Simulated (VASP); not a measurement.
# MgB2 (P1) in VASP: single point with PBEsol

Aim: the single point of MgB2 with PBEsol.

Everything below comes from runs of VASP 6.6.1. Logs are shortened: lines on timing, memory, paths and dates and some standing lists are left out, and cuts for length are marked.

**1. The cell of the first run**

The typed cell holds 3 atoms: a = 3.153 Å, b = 3.157 Å, c = 3.628 Å, α = 90.12°, β = 89.71°, γ = 119.41°.

**2. Single point, PBEsol (atoms moved at random and the cell strained at random)**

File INCAR:

```
SYSTEM = MgB2
PREC = Accurate
ENCUT = 520
EDIFF = 1E-7
ISMEAR = 0
SIGMA = 0.1
LREAL = .False.
LASPH = .True.
NELM = 80
ALGO = Normal
ISIF = 2
LWAVE = .False.
LCHARG = .False.
GGA = PS
NBANDS = 11
```

File KPOINTS:

```
regular mesh
0
Gamma
  14 14 10
  0 0 0
```

File POSCAR:

```
MgB2
1.0
    3.1534260212      0.0153633035      0.0081444019
   -1.5634079995      2.7427152873     -0.0033241280
    0.0093007200      0.0009864400      3.6283377000
Mg B
1 2
Direct
   -0.0053009084      0.0062020692     -0.0054640931
    0.3317579509      0.6571820297      0.5005109282
    0.6735429574      0.3366159010      0.5049531649
```

Potentials or basis: VASP PAW PBE potentials, release 64 (Mg, B).

On the command line:

```
cat potpaw_PBE.64/Mg/POTCAR potpaw_PBE.64/B/POTCAR > POTCAR
mpirun -np 1 vasp_std > vasp.out
```

OUTCAR:

```text
SYSTEM = MgB2
   PREC = Accurate
   ENCUT = 520
   EDIFF = 1E-7
   ISMEAR = 0
   LREAL = .False.
   LASPH = .True.
   NELM = 80
   ISIF = 2
   GGA = PS

 ion  position               nearest neighbor table
   1  0.995  0.006  0.995-   3 2.52   2 2.53   3 2.56   3 2.56   2 2.56   2 2.57   3 2.57   2 2.58
                             2 2.58   3 2.61   2 2.63   3 2.63
   2  0.332  0.657  0.501-   3 1.80   3 1.81   3 1.87   1 2.53   1 2.56   1 2.57   1 2.58   1 2.58
                             1 2.63
   3  0.674  0.337  0.505-   2 1.80   2 1.81   2 1.87   1 2.52   1 2.56   1 2.56   1 2.57   1 2.61
                             1 2.63

  LATTYP: Found a triclinic cell.
 ALAT       =     3.1534739627
 B/A-ratio  =     1.7278047521
 C/A-ratio  =     2.3269442351
 COS(alpha) =     0.0009529859
 COS(beta)  =     0.4395722566
 COS(gamma) =     0.8632521385

  Lattice vectors:

 A1 = (  -3.1534260212,  -0.0153633035,  -0.0081444019)
 A2 = (  -4.7168340207,   2.7273519838,  -0.0114685299)
 A3 = (  -3.1893367634,  -5.5171436216,  -3.6379782478)

Analysis of symmetry for initial positions (statically):
=====================================================================
 Subroutine PRICEL returns:
 Original cell was already a primitive cell.

 Routine SETGRP: Setting up the symmetry group for a
 triclinic supercell.

 Subroutine GETGRP returns: Found  1 space group operations
 (whereof  1 operations were pure point group operations)
 out of a pool of  2 trial point group operations.

The static configuration has the point symmetry C_1 .

Analysis of symmetry for dynamics (positions and initial velocities):
=====================================================================
 Subroutine PRICEL returns:
 Original cell was already a primitive cell.

 Routine SETGRP: Setting up the symmetry group for a
 triclinic supercell.

 Subroutine GETGRP returns: Found  1 space group operations
 (whereof  1 operations were pure point group operations)
 out of a pool of  2 trial point group operations.

The dynamic configuration has the point symmetry C_1 .

 Subroutine INISYM returns: Found  1 space group operations
 (whereof  1 operations are pure point group operations),
 and found     1 'primitive' translations

----------------------------------------------------------------------------------------

                                     Primitive cell

  volume of cell :      31.4682

  direct lattice vectors                    reciprocal lattice vectors
     3.153426021  0.015363303  0.008144402     0.316239407  0.180262371 -0.000859642
    -1.563408000  2.742715287 -0.003324128    -0.001771157  0.363592477 -0.000094310
     0.009300720  0.000986440  3.628337700    -0.000711474 -0.000071521  0.275610147

  length of vectors
     3.153473963  3.157014851  3.628349755     0.364009099  0.363596803  0.275611075

  position of ions in fractional coordinates (direct lattice)
     0.994699092  0.006202069  0.994535907
     0.331757951  0.657182030  0.500510928
     0.673542957  0.336615901  0.504953165

  ion indices of the primitive-cell ions
   primitive index   ion index
                 1           1
                 2           2
                 3           3

----------------------------------------------------------------------------------------

 KPOINTS: regular mesh

Automatic generation of k-mesh.
 Grid dimensions read from file:
 generate k-points for:   14   14   10

 Generating k-lattice:

  Cartesian coordinates                     Fractional coordinates (reciprocal lattice)
     0.022588529  0.012875884 -0.000061403     0.071428571 -0.000000000  0.000000000
    -0.000126511  0.025970891 -0.000006736     0.000000000  0.071428571 -0.000000000
    -0.000071147 -0.000007152  0.027561015     0.000000000  0.000000000  0.100000000

  Length of vectors
     0.026000650  0.025971200  0.027561107

  Shift w.r.t. Gamma in fractional coordinates (k-lattice)
     0.000000000  0.000000000  0.000000000

 Subroutine IBZKPT returns following result:
 ===========================================

 Found    984 irreducible k-points:

 Following reciprocal coordinates:
            Coordinates               Weight
  0.000000  0.000000  0.000000      1.000000
  0.071429 -0.000000  0.000000      2.000000
  0.142857  0.000000 -0.000000      2.000000
  0.214286 -0.000000  0.000000      2.000000
  0.285714  0.000000 -0.000000      2.000000
  0.357143  0.000000 -0.000000      2.000000
[... 16 lines left out ...]
  0.000000  0.142857 -0.000000      2.000000
  0.071429  0.142857  0.000000      2.000000
 [... further k-points ...]
   k-points           NKPTS =    984   k-points in BZ     NKDIM =    984   number of bands    NBANDS=     11
   number of dos      NEDOS =    301   number of ions     NIONS =      3
   total plane-waves  NPLWV =  16128
   dimension x,y,z NGX =    24 NGY =   24 NGZ =   28
   dimension x,y,z NGXF=    48 NGYF=   48 NGZF=   56
   ions per type =               1   2
   NGX,Y,Z   is equivalent  to a cutoff of  12.65, 12.64, 12.83 a.u.
   NGXF,Y,Z  is equivalent  to a cutoff of  25.30, 25.28, 25.66 a.u.
 SYSTEM =  MgB2
   PREC   = accura    normal or accurate (medium, high low for compatibility)
   ISTART =      0    job   : 0-new  1-cont  2-samecut
   ICHARG =      2    charge: 1-file 2-atom 10-const
   ISPIN  =      1    spin polarized calculation?
   LNONCOLLINEAR =      F non collinear calculations
   LSORBIT =      F    spin-orbit coupling
   LASPH  =      T    aspherical Exc in radial PAW
   ENCUT  =  520.0 eV  38.22 Ry    6.18 a.u.   5.86  5.87  6.75*2*pi/ulx,y,z
   NELM   =     80;   NELMIN=  2; NELMDL= -5     # of ELM steps
   EDIFF  = 0.1E-06   stopping-criterion for ELM
   LREAL  =      F    real-space projection
   EDIFFG = 0.1E-05   stopping-criterion for IOM
   NSW    =      0    number of steps for IOM
   IBRION =     -1    ionic relax: 0-MD 1-quasi-New 2-CG
   NFREE  =      0    steps in history (QN), initial steepest desc. (CG)
   ISIF   =      2    stress and relaxation
   ISYM   =      2    0-nonsym 1-usesym 2-fastsym
   POTIM  = 0.5000    time-step for ionic-motion
   TEBEG  =    0.0;   TEEND  =   0.0 temperature during run
   PSTRESS=    0.0 pullay stress
   NELECT =       8.0000    total number of electrons
   NUPDOWN=      -1.0000    fix difference up-down
   EMIN   =  10.00;   EMAX   =-10.00  energy-range for DOS
   EFERMI =   0.00;   METHOD = LEGACY
   ISMEAR =     0;   SIGMA  =   0.10  broadening in eV -4-tet -1-fermi 0-gaus
   EFERMI_NEDOS =   21; number of points for ismear=-14 and -15
   IALGO  =     38    algorithm
   IMIX   =      4    mixing-type and parameters
     AMIX     =   0.40;   BMIX     =  1.00
     AMIX_MAG =   1.60;   BMIX_MAG =  1.00
  volume/ion in A,a.u.               =      10.49        70.79
  Fermi-wavevector in a.u.,A,eV,Ry     =   1.037084  1.959805 14.633656  1.075543
  Thomas-Fermi vector in A             =   2.171505
   LORBIT       =      0    0 simple, 1 ext, 2 COOP (PROOUT), +10 PAW based schemes
   GGA     = PS    functional components
   LHFCALC =     F    Hartree Fock is set to
   AEXX    =    0.0000 exact exchange contribution
   IVDW    =     0    specifies the selected vdW correction
   LEPSILON=     F    determine dielectric tensor
   LRPA    =     F    only Hartree local field effects (RPA)
 non-spin polarized calculation
 Gauss-broadening in eV      SIGMA  =   0.10
  energy-cutoff  :      520.00
  volume of cell :       31.47
 maximum number of plane-waves:       864
   NGX = 11   NGY = 11   NGZ = 13

 number of electron       8.0000000 magnetization

 Free energy of the ion-electron system (eV)
  ---------------------------------------------------
  ext. energy  EPLUGINS =         0.00000000
  ---------------------------------------------------
  free energy    TOTEN  =       -16.07959520 eV

  energy without entropy =      -16.07537180  energy(sigma->0) =      -16.07748350

 E-fermi :   4.6354     XC(G=0): -10.6779

 val. band max:        4.6345709938   @ k =   0.2143   0.2857  -0.0000
 cond. band min:       4.6373284622   @ k =   0.5000   0.4286   0.3000
 fundamental gap:      0.0027574684
 Fermi energy:         4.6354221271

 k-point     1 :       0.0000    0.0000    0.0000
  band No.  band energies     occupation
      1      -7.2777      2.00000
      2       1.8386      2.00000
      3       4.8024      0.01824
      4       5.1869      0.00000
      5       6.0193      0.00000
      6      10.3125      0.00000
      7      10.9152      0.00000
      8      12.0021      0.00000
      9      13.9434      0.00000
     10      16.4103      0.00000
     11      19.9042      0.00000

 k-point     2 :       0.0714   -0.0000    0.0000
  band No.  band energies     occupation
      1      -7.1937      2.00000
      2       1.9217      2.00000
      3       4.3864      1.99957
      4       4.9554      0.00001
      5       6.0997      0.00000
      6      10.4629      0.00000
      7      11.0530      0.00000
      8      12.2073      0.00000
      9      13.6448      0.00000
     10      16.8596      0.00000
     11      19.4256      0.00000

 k-point     3 :       0.1429    0.0000   -0.0000
  band No.  band energies     occupation
      1      -6.9424      2.00000
      2       2.1699      2.00000
      3       3.3332      2.00000
      4       4.4468      1.99236
      5       6.3425      0.00000
      6      10.2471      0.00000
      7      11.8924      0.00000
      8      12.7602      0.00000
      9      12.8527      0.00000
     10      17.9965      0.00000
     11      18.4917      0.00000

 k-point     4 :       0.2143   -0.0000    0.0000
  band No.  band energies     occupation
      1      -6.5259      2.00000
      2       1.9967      2.00000
      3       2.5792      2.00000
      4       3.8834      2.00000
      5       6.7399      0.00000
      6       9.8035      0.00000
      7      11.6567      0.00000
      8      13.1408      0.00000
      9      13.3439      0.00000
     10      17.8036      0.00000
     11      18.2171      0.00000

 k-point     5 :       0.2857    0.0000   -0.0000
  band No.  band energies     occupation
      1      -5.9480      2.00000
      2       0.5933      2.00000
      3       3.1386      2.00000
      4       3.3836      2.00000
      5       7.2687      0.00000
      6       9.3968      0.00000
      7      10.3422      0.00000
      8      13.0742      0.00000
      9      14.7828      0.00000
     10      17.4180      0.00000
     11      17.8859      0.00000
[... 211 lines left out ...]
 k-point    21 :      -0.1429    0.0714    0.0000
  band No.  band energies     occupation
      1      -7.0231      2.00000
      2       2.0913      2.00000
      3       3.6996      2.00000
      4       4.5390      1.82729
      5       6.2806      0.00000
      6      10.7610      0.00000
      7      10.9034      0.00000
      8      12.8302      0.00000
      9      13.1000      0.00000
     10      17.7167      0.00000
     11      18.8903      0.00000

 k-point    22 :      -0.0714    0.0714    0.0000
  band No.  band energies     occupation
      1      -7.1922      2.00000
      2       1.9229      2.00000
      3       4.4466      1.99243
      4       4.8990      0.00019
      5       6.1016      0.00000
      6      10.4143      0.00000
      7      11.0159      0.00000
      8      12.2627      0.00000
      9      13.6580      0.00000
     10      16.8914      0.00000
     11      19.6331      0.00000

 k-point    23 :       0.0000    0.1429   -0.0000
  band No.  band energies     occupation
      1      -6.9425      2.00000
      2       2.1632      2.00000
      3       3.5396      2.00000
      4       4.2047      2.00000
      5       6.3295      0.00000
      6      10.1262      0.00000
      7      12.1652      0.00000
      8      12.7746      0.00000
      9      12.8961      0.00000
     10      17.8548      0.00000
     11      18.4676      0.00000

 k-point    24 :       0.0714    0.1429    0.0000
  band No.  band energies     occupation
      1      -6.6952      2.00000
      2       2.4035      2.00000
      3       2.7909      2.00000
      4       3.6415      2.00000
      5       6.5802      0.00000
      6      10.3263      0.00000
      7      12.1664      0.00000
      8      12.2126      0.00000
      9      13.6287      0.00000
     10      17.8540      0.00000
     11      17.9773      0.00000

 [... further k-points ...]

------------------------ aborting loop because EDIFF is reached ----------------------------------------

  FORCE on cell =-STRESS in cart. coord.  units (eV):
  Direction    XX          YY          ZZ          XY          YZ          ZX
  --------------------------------------------------------------------------------------
  -------------------------------------------------------------------------------------
  Total       -2.5196420     -3.0410698     -2.0132407     -0.2821376     -0.0194881     -0.0285632
  in kB     -128.2852832   -154.8333079   -102.5023217    -14.3647793     -0.9922209     -1.4542717
  external PRESSURE =    -128.5403043 kB  Pullay stress =       0.0000000 kB

 VOLUME and BASIS-vectors are now :
 -----------------------------------------------------------------------------
  energy-cutoff  :      520.00
  volume of cell :       31.47
      direct lattice vectors                 reciprocal lattice vectors
     3.153426021  0.015363303  0.008144402     0.316239407  0.180262371 -0.000859642
    -1.563408000  2.742715287 -0.003324128    -0.001771157  0.363592477 -0.000094310
     0.009300720  0.000986440  3.628337700    -0.000711474 -0.000071521  0.275610147

 POSITION                                       TOTAL-FORCE (eV/Angst)
 -----------------------------------------------------------------------------------
      3.13626      0.03327      3.61659         0.136504     -0.094365      0.133873
      0.02339      1.80805      1.81654        -0.062354      0.141778      0.068675
      1.60240      0.93409      1.83651        -0.074150     -0.047414     -0.202548
 -----------------------------------------------------------------------------------
    total drift:                                0.000001      0.000003     -0.000051

  FREE ENERGIE OF THE ION-ELECTRON SYSTEM (eV)
  ---------------------------------------------------
  free  energy   TOTEN  =       -16.0795951958 eV

  energy  without entropy=      -16.0753718011  energy(sigma->0) =      -16.07748350
```

Wall time 2.5 min (1 thread of Intel Xeon Platinum 8488C (Sapphire Rapids), shared host); peak memory 0.45 GiB.

What came out:

| Property | Result |
| --- | --- |
| Free energy | -16.0796 eV |
| Pressure | -12.9 GPa |
| Largest force | 0.221 eV/Å |
| Band gap on the k mesh | zero (bands 4 and 5 overlap by 2.94 eV) |

Forces in eV/Å, atoms in the order of the input:
```
Mg   0.137 -0.094  0.134
B   -0.062  0.142  0.069
B   -0.074 -0.047 -0.203
```

Stress tensor (GPa, compression positive):
```
-12.83  -1.44  -0.15
 -1.44 -15.48  -0.10
 -0.15  -0.10 -10.25
```

Levels at points of the mesh, in eV from the Fermi level:
```
           k point  band 1  band 2  band 3  band 4  band 5  band 6  band 7  band 8
(0.00, 0.00, 0.00)  -11.91   -2.80    0.17    0.55    1.38    5.68    6.28    7.37
(0.50, 0.00, 0.00)   -8.23   -7.55   -1.95    0.29    2.75    3.75    4.89    6.31
(0.00, 0.50, 0.00)   -8.32   -7.40   -2.06    0.10    3.06    3.72    4.86    6.40
(0.50, 0.50, 0.00)   -8.17   -7.49   -2.11    0.32    2.84    3.51    4.95    6.34
(0.00, 0.00, 0.50)  -10.75   -7.05    0.49    0.91    6.03    6.67    7.52    8.82
(0.50, 0.00, 0.50)   -7.34   -6.71   -3.32   -1.66   -1.33    5.29    8.12    8.52
(0.00, 0.50, 0.50)   -7.43   -6.54   -3.44   -1.78   -1.16    5.27    8.03    8.54
(0.50, 0.50, 0.50)   -7.27   -6.66   -3.27   -1.81   -1.24    5.01    7.95    8.23
```

Caveat: the cell differs from its parent crystal (atoms moved at random and the cell strained at random); the stress differs along the axes, from -15 to -10 GPa; the PAW data sets were made with another functional, which shifts forces and pressure a little.
